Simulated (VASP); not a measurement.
Cr: single point with LDA

Cr:

```
CELL_PARAMETERS angstrom
-1.39030 1.39030 1.39030
1.39030 -1.39030 1.39030
1.39030 1.39030 -1.39030
ATOMIC_POSITIONS crystal
Cr 0.00000 0.00000 0.00000
```

| Item | Value |
| --- | --- |
| Program | VASP 6.6.1 |
| Task | single point |
| Functional | LDA |
| Potentials or basis | VASP PAW LDA potentials, release 64 (Cr_pv) |
| Cutoff | 520 eV |
| k mesh | 20 × 20 × 20 |
| Occupations | gaussian, width 0.05 eV |
| Spin | collinear spin |
| Starting moments | [0.05] μB |

| Item | Value |
| --- | --- |
| Pressure | 2.6 GPa |
| Band gap on the k mesh | zero (filled and empty bands overlap) |
| Net moment | 0.00 μB per cell |
| Valence electrons inside the program's atomic spheres | Cr 11.22 |

Levels at points of the mesh, in eV from the Fermi level:
Spin up:
| k point | band 3 | band 4 | band 5 | band 6 | band 7 | band 8 | band 9 | band 10 |
| --- | --- | --- | --- | --- | --- | --- | --- | --- |
| (0.00, 0.00, 0.00) | -42.25 | -8.04 | -1.03 | -1.03 | -1.03 | 1.17 | 1.17 | 5.37 |
| (0.50, 0.00, 0.00) | -42.26 | -4.82 | -2.75 | 1.21 | 1.40 | 1.56 | 3.15 | 5.37 |
| (0.50, 0.50, 0.50) | -43.05 | -4.83 | -4.83 | 2.71 | 2.71 | 2.71 | 5.37 | 11.28 |
Spin down:
| k point | band 2 | band 3 | band 4 | band 5 | band 6 | band 7 | band 8 | band 9 | band 10 | band 11 |
| --- | --- | --- | --- | --- | --- | --- | --- | --- | --- | --- |
| (0.00, 0.00, 0.00) | -42.25 | -42.25 | -8.04 | -1.03 | -1.03 | -1.03 | 1.17 | 1.17 | 5.37 | 22.88 |
| (0.50, 0.00, 0.00) | -42.61 | -42.26 | -4.82 | -2.75 | 1.21 | 1.40 | 1.56 | 3.15 | 5.37 | 10.84 |
| (0.50, 0.50, 0.50) | -43.05 | -43.05 | -4.83 | -4.83 | 2.71 | 2.71 | 2.71 | 5.37 | 11.28 | 11.28 |

It took 41 s on 1 thread of Intel(R) Xeon(R) Platinum 8559C (Emerald Rapids), on a shared host, peak memory 0.17 GiB.
